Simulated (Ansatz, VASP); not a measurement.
# Two plane-wave programs on Mg2Si

File POSCAR:

```
Mg2Si
1.0
    0.0000000000      3.1972120000      3.1972120000
    3.1972120000      0.0000000000      3.1972120000
    3.1972120000      3.1972120000      0.0000000000
Mg Si
2 1
Direct
    0.2500000000      0.2500000000      0.2500000000
    0.7500000000      0.7500000000      0.7500000000
    0.0000000000      0.0000000000      0.0000000000
```

The input INCAR.step1:

```
PREC     = Accurate       # precision mode
ENCUT    = 660            # plane-wave cutoff, eV
ISMEAR   = -1             # smearing method
SIGMA    = 0.1            # smearing width, eV
LREAL    = False          # projectors in reciprocal space
LASPH    = True           # aspherical terms in the spheres
NELM     = 120            # most SCF steps
NBANDS   = 11             # bands
GGA      = PE             # functional
ALGO     = Normal         # electronic algorithm
EDIFF    = 1E-5           # SCF threshold, eV
LWAVE    = True           # write WAVECAR
LCHARG   = False          # write CHGCAR
GGA_COMPAT= False
```

The input INCAR.step2:

```
PREC     = Accurate       # precision mode
ENCUT    = 660            # plane-wave cutoff, eV
EDIFF    = 1E-6           # SCF threshold, eV
ISMEAR   = -1             # smearing method
SIGMA    = 0.1            # smearing width, eV
LREAL    = False          # projectors in reciprocal space
LASPH    = True           # aspherical terms in the spheres
NELM     = 120            # most SCF steps
ALGO     = Normal         # electronic algorithm
ISIF     = 2              # what is computed and relaxed
LWAVE    = False          # write WAVECAR
LCHARG   = False          # write CHGCAR
METAGGA  = R2SCAN         # meta-GGA
LMIXTAU  = True         
NBANDS   = 11             # bands
ISTART   = 1            
GGA_COMPAT= False
```

File KPOINTS:

```
regular mesh
0
Gamma
  9 9 9
```

Input for Ansatz:

```yaml
crystal:
  lattice:
    - [0.0, 3.197212, 3.197212]
    - [3.197212, 0.0, 3.197212]
    - [3.197212, 3.197212, 0.0]
  atoms:
    - { symbol: Mg, position: [0.25, 0.25, 0.25] }
    - { symbol: Mg, position: [0.75, 0.75, 0.75] }
    - { symbol: Si, position: [0.0, 0.0, 0.0] }
  symmetry: { tolerance: 0.0003 }
kpoints:
  mp_grid: { grid: [9, 9, 9], shift: [0, 0, 0] }
  band_path:
    path:
      - [0.0, 0.0, 0.0]
      - [0.5, 0.0, 0.5]
      - [0.625, 0.25, 0.625]
      - [0.375, 0.375, 0.75]
      - [0.0, 0.0, 0.0]
      - [0.5, 0.5, 0.5]
      - [0.5, 0.25, 0.75]
      - [0.5, 0.0, 0.5]
    npoints: 20
magnetization:
  spin_polarized: false
scf:
  occupations: { method: fermi_dirac }
  lower_state_search: "off"
  max_iter: 200
hamiltonian:
  pseudopotentials: { kind: paw }
  xc: r2scan
basis:
  ecutwfc: 500
  fft_grid_basis: typed
output:
  forces: true
  stress: true
  eigenvalues: true
  bader: true
  populations: true
  elf: true
  write_potential: true
  volumetric_format: npy
  dos:
    e_range: [-12, 8]
    de: 0.05
    projected: { site_lists: { Mg: [Mg], Si: [Si] } }
  write_density: true
checkpoint:
  read: saved_state
```

Alike in both runs: task single point; functional r2SCAN; k mesh 9 × 9 × 9; no spin polarisation.

```csv
,VASP,Ansatz
version,VASP 6.6.1,Ansatz 0.2.0
potentials or method,"VASP PAW PBE potentials, release 64 (Mg, Si), cutoff 660 eV",PAW plane waves
occupations,"fermi-dirac, width 0.1 eV",fermi-dirac
valence electrons in the cell,8,24
```

Ansatz gave:

```
pressure (GPa) : -1.5
```

Problem. Which values does VASP return?

Solution. Pressure (GPa): -1.7.

VASP's potentials were made for PBE, not for r2SCAN. VASP's potentials hold 8 valence electrons a cell and Ansatz's 24, so a difference there can come from the potentials and not from the codes.
